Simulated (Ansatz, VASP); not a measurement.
## One calculation of BaO, two programs

```
Ba O
1.0
     0.00000    2.71709    2.71709
     2.71709    0.00000    2.71709
     2.71709    2.71709    0.00000
Ba O
1 1
Cartesian
  0.0000 0.0000 0.0000
  2.7171 2.7171 2.7171
```

Alike in both runs: functional LDA; k mesh 8 × 8 × 8; occupations fermi-dirac, width 0.02 eV; no spin polarisation.

Ansatz relaxed the structure, and its values are those at the end. VASP's run is a single point on that final structure, the one shown.

|  | VASP | Ansatz |
| --- | --- | --- |
| version | VASP 6.6.1 | Ansatz 0.2.0 |
| potentials or method | VASP PAW LDA potentials, release 64 (Ba_sv, O), cutoff 600 eV | PAW plane waves |
| valence electrons in the cell | 16 | 16 |

Ansatz gave:

```
gap on the k mesh at the Fermi level (eV) : 1.69
pressure (GPa)                            : 0.0
```

Task: What did VASP give for the same quantities?

Result: gap on the k mesh at the Fermi level (eV): 1.60; pressure (GPa): 2.2.

Ansatz warns that its potentials were made for another functional, while VASP's fit it. LDA's correlation is that of Perdew and Zunger in VASP and of Perdew and Wang (1992) in Ansatz.

Neither program's run includes spin-orbit coupling.
